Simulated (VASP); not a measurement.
Set up this calculation in VASP 6.6.1, as the native input.

```
Task                   : single point
Functional             : PBE
Dispersion             : D3(BJ)
Potentials or basis    : VASP PAW PBE potentials, release 64 (O, H, F)
Cutoff                 : 520 eV
k mesh                 : 1 × 1 × 1
Occupations            : fermi-dirac, width 0.05 eV
Spin                   : no spin polarisation
Dipole correction      : no
Further INCAR settings : LREAL = Auto; ALGO = Normal; EDIFF = 1e-06; NBANDS = 55
```

The structure of H17O8F lies in POSCAR:

```
H17O8F
1.0
    6.4950650000      0.0000000000      0.0000000000
    0.0000000000      6.4950650000      0.0000000000
    0.0000000000      0.0000000000      6.4950650000
O H F
8 17 1
Direct
    1.1543687400      0.5551137671      0.2990424268
    0.4806726338     -0.0192145883      0.7541571947
    0.5023352345      0.7982368152      0.2374572079
    0.7340496208      0.6910785342      0.6066759917
    0.5195790958      0.2198130427      0.3999806007
   -0.0931014547      0.4002423378      0.8394373266
    0.3096196882      0.5778233166      0.7516322008
    0.0590602250      0.1731776356      0.1711607197
    1.1739528396      0.4046918699      0.2742081873
    1.1515358199      0.5560067528      0.4437984839
    0.4169011396      0.0081754378      0.8903375101
    0.5067693703      0.1207224254      0.7188380717
    0.3925133929      0.6973448303      0.2381962305
    0.5933581881      0.7714164523      0.1174584088
    0.6872294581      0.8179440852      0.6653821016
    0.6992539721      0.6910785342      0.4575627804
    0.5345597003      0.0666659995      0.3700193916
    0.6564676412      0.2742851688      0.3633066028
    0.0349496117      0.4243375547      0.7712778856
   -0.1459415726      0.5387474952      0.8014392466
    0.2902357405      0.7217171807      0.8081674317
    0.4526513591      0.5723422321      0.6984841568
   -0.0172592576      0.2355942550      0.0661117325
   -0.0018937455      0.0324246178      0.2050941753
    0.9927845218      0.6549434070      0.2176421637
    0.8866270007      0.7582834044      0.1410917366
```

These files were run (other wordings do the same):

INCAR

```
SYSTEM = H17O8F
ALGO     = Normal         ! electronic algorithm
EDIFF    = 1E-6           ! SCF threshold, eV
ENCUT    = 520            ! plane-wave cutoff, eV
GGA      = PE             ! functional
ISIF     = 2              ! what is computed and relaxed
ISMEAR   = -1             ! smearing method
IVDW     = 12             ! dispersion correction
LASPH    = .True.         ! aspherical terms in the spheres
LCHARG   = .False.        ! write CHGCAR
LREAL    = Auto         
LWAVE    = .False.        ! write WAVECAR
NBANDS   = 55             ! bands
NELM     = 60             ! most SCF steps
PREC     = Accurate       ! precision mode
SIGMA    = 0.05           ! smearing width, eV
```

KPOINTS

```
k-points
0
Gamma
  1 1 1
  0 0 0
```

Potentials or basis: VASP PAW PBE potentials, release 64 (O, H, F).

Command:

```console
$ cat potpaw_PBE.64/O/POTCAR potpaw_PBE.64/H/POTCAR potpaw_PBE.64/F/POTCAR > POTCAR
$ mpirun -np 1 vasp_gam > vasp.out
```

It gave:

```json
{"Pressure": "0.0 GPa", "Largest force": "3.592 eV/Å", "Dispersion energy per atom": "-0.032 eV"}
```

Caveat: the k points lie up to 0.97 Å⁻¹ apart; the atoms stand as in a frame of molecular dynamics.

Run time: 43 s on 1 thread of Intel Xeon 8259CL (shared host), peak memory 0.3 GiB.
